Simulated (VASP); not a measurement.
Set up this calculation in VASP 6.6.1, as the native input.

```
Task                   : single point
Functional             : PBE
Potentials or basis    : VASP PAW PBE potentials, release 64 (Al, N)
Cutoff                 : 520 eV
k mesh                 : 6 × 6 × 6
Occupations            : gaussian, width 0.01 eV
Spin                   : no spin polarisation
Dipole correction      : no
Further INCAR settings : ALGO = Normal; EDIFF = 1e-07; NBANDS = 11
```

The structure of AlN lies in POSCAR:

```
AlN
1.0
    0.0079599418      2.2078042918      2.2078048307
    2.1641216231     -0.0306340192      2.2463321290
    2.1633894927      2.2458131574     -0.0301234632
Al N
1 1
Direct
   -0.0052833333     -0.0124491523     -0.0002772510
    0.7508260528      0.7300840690      0.7412565610
```

The input as run:

INCAR

```
SYSTEM = AlN
PREC = Accurate
ENCUT = 520
EDIFF = 1E-7
ISMEAR = 0
SIGMA = 0.01
LREAL = .False.
LASPH = .True.
NELM = 80
ALGO = Normal
ISIF = 2
LWAVE = .False.
LCHARG = .True.
GGA = PE
LELF = .True.
LVHAR = .True.
NBANDS = 11
```

KPOINTS

```
regular mesh
0
Gamma
  6 6 6
  0 0 0
```

Potentials or basis: VASP PAW PBE potentials, release 64 (Al, N).

Command:

```sh
$ cat potpaw_PBE.64/Al/POTCAR potpaw_PBE.64/N/POTCAR > POTCAR
$ mpirun -np 1 vasp_std > vasp.out
```

Results of the run:

| Quantity | Value |
| --- | --- |
| Pressure | -3.6 GPa |
| Largest force | 0.239 eV/Å |
| Band gap on the k mesh | 3.05 eV, indirect (least direct gap 3.69 eV) |

It took 15 s on 1 thread of Intel(R) Xeon(R) Platinum 8488C (Sapphire Rapids) (shared host), peak memory 0.15 GiB.
